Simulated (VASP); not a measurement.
# As (R-3m) in VASP: further runs

Aim: see how the results for As move with the level of theory and the settings. Levels: PBE, PBEsol. Tasks: relaxation of cell and atoms, single point.

All numbers are computed with VASP 6.6.1; they aren't measurements. Logs are shortened: lines on timing, memory, paths and dates and some standing lists are left out, and cuts for length are marked.

## Step 1: The cell of the first run

The structure is trigonal, space group R-3m (No. 166). The conventional cell has a = 3.762 Å, b = 3.762 Å, c = 10.542 Å, α = 90.00°, β = 90.00°, γ = 120.00°. Within 3.3 Å of As (site symmetry 3m) lie 6 As at 2.51 to 3.14 Å.

## Step 2: Relaxation of cell and atoms, PBE, target pressure 10 GPa, at which the enthalpy is minimised

The input, INCAR:

```
ALGO = Normal
EDIFF = 1E-7
EDIFFG = -0.01
ENCUT = 600
GGA = PE
IBRION = 2
ISIF = 3
ISMEAR = -1
LASPH = T
LCHARG = F
LREAL = F
LWAVE = F
NELM = 60
NSW = 60
PREC = Accurate
PSTRESS = 100.0
SIGMA = 0.05
```

The input, KPOINTS:

```
k-points
0
Gamma
  9 9 9
```

The input, POSCAR:

```
As
1.0
    1.8807968987      1.0858785957      3.5140619945
   -1.8807968987      1.0858785957      3.5140619945
    0.0000000000     -2.1717571915      3.5140619945
As
2
Direct
    0.2260000000      0.2260000000      0.2260000000
    0.7740000000      0.7740000000      0.7740000000
```

Potentials or basis: VASP PAW PBE potentials, release 64 (As).

The run is started by

```
$ cat potpaw_PBE.64/As/POTCAR > POTCAR
$ mpirun -np 1 vasp_std > vasp.out
```

OUTCAR:

```text
EDIFF = 1E-7
   EDIFFG = -0.01
   ENCUT = 600
   GGA = PE
   IBRION = 2
   ISIF = 3
   ISMEAR = -1
   LASPH = T
   LREAL = F
   NELM = 60
   NSW = 60
   PREC = Accurate
   PSTRESS = 100.0

 ion  position               nearest neighbor table
   1  0.226  0.226  0.226-   2 2.51   2 2.51   2 2.51
   2  0.774  0.774  0.774-   1 2.51   1 2.51   1 2.51

  LATTYP: Found a trigonal (rhomboedric) cell.
 ALAT       =     4.1310000000
 COS(alpha) =     0.5854247172

  Lattice vectors:

 A1 = (   1.8807968987,   1.0858785957,   3.5140619945)
 A2 = (  -1.8807968987,   1.0858785957,   3.5140619945)
 A3 = (   0.0000000000,  -2.1717571915,   3.5140619945)

Analysis of symmetry for initial positions (statically):
=====================================================================
 Subroutine PRICEL returns:
 Original cell was already a primitive cell.

 Routine SETGRP: Setting up the symmetry group for a
 trigonal (rhombohedral) supercell.

 Subroutine GETGRP returns: Found 12 space group operations
 (whereof 12 operations were pure point group operations)
 out of a pool of 12 trial point group operations.

The static configuration has the point symmetry D_3d.

Analysis of symmetry for dynamics (positions and initial velocities):
=====================================================================
 Subroutine PRICEL returns:
 Original cell was already a primitive cell.

 Routine SETGRP: Setting up the symmetry group for a
 trigonal (rhombohedral) supercell.

 Subroutine GETGRP returns: Found 12 space group operations
 (whereof 12 operations were pure point group operations)
 out of a pool of 12 trial point group operations.

The dynamic configuration has the point symmetry D_3d.

 Subroutine INISYM returns: Found 12 space group operations
 (whereof 12 operations are pure point group operations),
 and found     1 'primitive' translations

----------------------------------------------------------------------------------------

                                     Primitive cell

  volume of cell :      43.0610

  direct lattice vectors                    reciprocal lattice vectors
     1.880796899  1.085878596  3.514061995     0.265844760  0.153485544  0.094856987
    -1.880796899  1.085878596  3.514061995    -0.265844760  0.153485544  0.094856987
     0.000000000 -2.171757191  3.514061995     0.000000000 -0.306971087  0.094856987

  length of vectors
     4.131000000  4.131000000  4.131000000     0.321292852  0.321292852  0.321292852

  position of ions in fractional coordinates (direct lattice)
     0.226000000  0.226000000  0.226000000
     0.774000000  0.774000000  0.774000000

  ion indices of the primitive-cell ions
   primitive index   ion index
                 1           1
                 2           2

----------------------------------------------------------------------------------------

 KPOINTS: k-points

Automatic generation of k-mesh.
 Grid dimensions read from file:
 generate k-points for:    9    9    9

 Generating k-lattice:

  Cartesian coordinates                     Fractional coordinates (reciprocal lattice)
     0.029538307  0.017053949  0.010539665     0.111111111  0.000000000 -0.000000000
    -0.029538307  0.017053949  0.010539665     0.000000000  0.111111111 -0.000000000
     0.000000000 -0.034107899  0.010539665    -0.000000000 -0.000000000  0.111111111

  Length of vectors
     0.035699206  0.035699206  0.035699206

  Shift w.r.t. Gamma in fractional coordinates (k-lattice)
     0.000000000  0.000000000  0.000000000

 Subroutine IBZKPT returns following result:
 ===========================================

 Found     85 irreducible k-points:

 Following reciprocal coordinates:
            Coordinates               Weight
  0.000000  0.000000  0.000000      1.000000
  0.111111 -0.000000 -0.000000      6.000000
  0.222222 -0.000000 -0.000000      6.000000
  0.333333 -0.000000 -0.000000      6.000000
  0.444444 -0.000000 -0.000000      6.000000
  0.111111  0.111111 -0.000000      6.000000
[... 16 lines left out ...]
 -0.333333  0.333333  0.000000      6.000000
  0.444444  0.444444 -0.000000      6.000000
 [... further k-points ...]
   k-points           NKPTS =     85   k-points in BZ     NKDIM =     85   number of bands    NBANDS=      9
   number of dos      NEDOS =    301   number of ions     NIONS =      2
   total plane-waves  NPLWV =  46656
   dimension x,y,z NGX =    36 NGY =   36 NGZ =   36
   dimension x,y,z NGXF=    72 NGYF=   72 NGZF=   72
   ions per type =               2
   NGX,Y,Z   is equivalent  to a cutoff of  14.49, 14.49, 14.49 a.u.
   NGXF,Y,Z  is equivalent  to a cutoff of  28.98, 28.98, 28.98 a.u.
 SYSTEM =  unknown system
   PREC   = accura    normal or accurate (medium, high low for compatibility)
   ISTART =      0    job   : 0-new  1-cont  2-samecut
   ICHARG =      2    charge: 1-file 2-atom 10-const
   ISPIN  =      1    spin polarized calculation?
   LNONCOLLINEAR =      F non collinear calculations
   LSORBIT =      F    spin-orbit coupling
   LASPH  =      T    aspherical Exc in radial PAW
   ENCUT  =  600.0 eV  44.10 Ry    6.64 a.u.   8.25  8.25  8.25*2*pi/ulx,y,z
   NELM   =     60;   NELMIN=  2; NELMDL= -5     # of ELM steps
   EDIFF  = 0.1E-06   stopping-criterion for ELM
   LREAL  =      F    real-space projection
   EDIFFG = -.1E-01   stopping-criterion for IOM
   NSW    =     60    number of steps for IOM
   IBRION =      2    ionic relax: 0-MD 1-quasi-New 2-CG
   NFREE  =      1    steps in history (QN), initial steepest desc. (CG)
   ISIF   =      3    stress and relaxation
   ISYM   =      2    0-nonsym 1-usesym 2-fastsym
   POTIM  = 0.5000    time-step for ionic-motion
   TEBEG  =    0.0;   TEEND  =   0.0 temperature during run
   PSTRESS=  100.0 pullay stress
   NELECT =      10.0000    total number of electrons
   NUPDOWN=      -1.0000    fix difference up-down
   EMIN   =  10.00;   EMAX   =-10.00  energy-range for DOS
   EFERMI =   0.00;   METHOD = LEGACY
   ISMEAR =    -1;   SIGMA  =   0.05  broadening in eV -4-tet -1-fermi 0-gaus
   EFERMI_NEDOS =   21; number of points for ismear=-14 and -15
   IALGO  =     38    algorithm
   IMIX   =      4    mixing-type and parameters
     AMIX     =   0.40;   BMIX     =  1.00
     AMIX_MAG =   1.60;   BMIX_MAG =  1.00
  volume/ion in A,a.u.               =      21.53       145.29
  Fermi-wavevector in a.u.,A,eV,Ry     =   1.006268  1.901570 13.776916  1.012575
  Thomas-Fermi vector in A             =   2.138999
   LORBIT       =      0    0 simple, 1 ext, 2 COOP (PROOUT), +10 PAW based schemes
   GGA     = PE    functional components
   LHFCALC =     F    Hartree Fock is set to
   AEXX    =    0.0000 exact exchange contribution
   IVDW    =     0    specifies the selected vdW correction
   LEPSILON=     F    determine dielectric tensor
   LRPA    =     F    only Hartree local field effects (RPA)
 conjugate gradient relaxation of ions
 non-spin polarized calculation
  energy-cutoff  :      600.00
  volume of cell :       43.06
 maximum number of plane-waves:      1461
 NGX is ok and might be reduce to    36
   NGX = 17   NGY = 17   NGZ = 17

--------------------------------------- Ionic step        1  -------------------------------------------

 number of electron      10.0000000 magnetization

 Free energy of the ion-electron system (eV)
  ---------------------------------------------------
  ext. energy  EPLUGINS =         0.00000000
  ---------------------------------------------------
  free energy    TOTEN  =        -9.32270306 eV

  energy without entropy =       -9.32121019  energy(sigma->0) =       -9.32195662

 E-fermi :   5.4763     XC(G=0):  -9.9640

 val. band max:        5.4167358394   @ k =   0.3333   0.2222   0.2222
 cond. band min:       5.4974421028   @ k =   0.4444   0.3333   0.3333
 fundamental gap:      0.0807062634
 Fermi energy:         5.4763319341

 k-point     1 :       0.0000    0.0000    0.0000
  band No.  band energies     occupation
      1      -9.6071      2.00000
      2      -0.3220      2.00000
      3       2.9873      2.00000
      4       3.4191      2.00000
      5       3.4191      2.00000
      6       7.0469      0.00000
      7       8.3622      0.00000
      8       8.3622      0.00000
      9      12.3442      0.00000
[... 265 lines left out ...]
 k-point    24 :       0.4444    0.4444   -0.0000
  band No.  band energies     occupation
      1      -7.0235      2.00000
      2      -4.1159      2.00000
      3      -0.3660      2.00000
      4       1.3586      2.00000
      5       1.3748      2.00000
      6       6.9265      0.00000
      7      10.8569      0.00000
      8      12.2376      0.00000
      9      12.3327      0.00000

 [... further k-points ...]
[... 5 lines left out ...]
  --------------------------------------------------------------------------------------
  -------------------------------------------------------------------------------------
  Total        1.1515760      1.1515760      0.9434937      0.0000000     -0.0000000      0.0000000
  in kB       42.8468938     42.8468938     35.1047385      0.0000000     -0.0000000      0.0000000
  external PRESSURE =     -59.7338246 kB  Pullay stress =     100.0000000 kB
[... 97 lines left out ...]
  energy  without entropy=       -9.1800249739  energy(sigma->0) =       -9.18083099

  enthalpy is  TOTEN    =        -6.7128167539 eV   P V=        2.4688202454

[... ionic steps 4 to 8 ...]

--------------------------------------- Ionic step        9  -------------------------------------------

 number of electron      10.0000000 magnetization

------------------------ aborting loop because EDIFF is reached ----------------------------------------
[... 71 lines left out ...]
--------------------------------------- Ionic step       11  -------------------------------------------

 number of electron      10.0000000 magnetization

 Free energy of the ion-electron system (eV)
  ---------------------------------------------------
  ext. energy  EPLUGINS =         0.00000000
  ---------------------------------------------------
  free energy    TOTEN  =        -9.17807981 eV

  energy without entropy =       -9.17584948  energy(sigma->0) =       -9.17696464

 E-fermi :   6.7817     XC(G=0): -10.5381

 val. band max:        6.7466588277   @ k =   0.4444   0.4444   0.4444
 cond. band min:       6.8080006738   @ k =   0.3333   0.1111   0.1111
 fundamental gap:      0.0613418461
 Fermi energy:         6.7817060159

 k-point     1 :       0.0000    0.0000    0.0000
  band No.  band energies     occupation
      1      -9.0859      2.00000
      2       1.7345      2.00000
      3       4.2676      2.00000
      4       4.4697      2.00000
      5       4.4697      2.00000
      6       9.4140      0.00000
      7      10.2313      0.00000
      8      10.2313      0.00000
      9      12.8352      0.00000
[... 265 lines left out ...]
 k-point    24 :       0.4444    0.4444   -0.0000
  band No.  band energies     occupation
      1      -6.0450      2.00000
      2      -2.5697      2.00000
      3      -0.1044      2.00000
      4       1.9901      2.00000
      5       2.0333      2.00000
      6       8.2980      0.00000
      7      12.9447      0.00000
      8      13.5709      0.00000
      9      14.8384      0.00000

 [... further k-points ...]
[... 5 lines left out ...]
  --------------------------------------------------------------------------------------
  -------------------------------------------------------------------------------------
  Total        2.3864400      2.3864400      2.3860962      0.0000000     -0.0000000      0.0000000
  in kB       99.8579523     99.8579523     99.8435667      0.0000000     -0.0000000      0.0000000
  external PRESSURE =      -0.1468429 kB  Pullay stress =     100.0000000 kB
[... 21 lines left out ...]
  energy  without entropy=       -9.1758494776  energy(sigma->0) =       -9.17696464

  enthalpy is  TOTEN    =        -6.7882451005 eV   P V=        2.3898347056

 reached required accuracy - stopping structural energy minimisation
```

Wall time 4 min (1 thread of Intel Xeon Platinum 8488C (Sapphire Rapids), shared host); peak memory 0.22 GiB.

What came out:

| Item | Value |
| --- | --- |
| Free energy | -9.1781 eV |
| Relaxed volume | 19.14 Å³/atom |
| Relaxed cell | a = 3.849 Å, b = 3.849 Å, c = 3.849 Å, α = 57.82°, β = 57.82°, γ = 57.82° |
| Space group after relaxing (to 0.05 Å) | R-3m (No. 166) |
| Energy change on relaxing (the enthalpy is what falls) | +72.3 meV/atom |
| Ionic steps | 11 |
| Pressure after relaxing | 10.0 GPa |
| Largest force after relaxing | 0.009 eV/Å |
| Band gap on the k mesh | zero (band 5 reaches 6.83 eV, above the bottom of band 6 at 6.71 eV) |

Forces in eV/Å, atoms in the order of the input:
```
As   0.000  0.000  0.009
As   0.000  0.000 -0.009
```

Step by step:
```
step  energy change (eV)  largest force (eV/Å)  pressure (GPa)  volume (Å³)
   1              0.0000                0.4890            4.03        43.06
   2              0.2353                0.9981           15.01        38.25
   3              0.1411                0.8270           11.43        39.55
   4              0.1392                0.2004           10.58        38.71
   5              0.1664                0.1305           10.37        38.14
   6              0.1630                0.1039           10.37        38.19
   7              0.1422                0.0864            9.75        38.38
   8              0.1318                0.0693            9.31        38.51
   9              0.1292                0.0625            9.18        38.55
  10              0.1685                0.1099           11.14        37.93
  11              0.1446                0.0091            9.99        38.29
```

Final structure:
```
As
1.0
     1.86051    1.07417    3.19319
    -1.86051    1.07417    3.19319
     0.00000   -2.14833    3.19319
As
2
Direct
  0.23448 0.23448 0.23448
  0.76552 0.76552 0.76552
```

Caveat: the cell is relaxed towards a set pressure, so the enthalpy falls and the energy may rise.

(Part 1 of 2 ends here.)
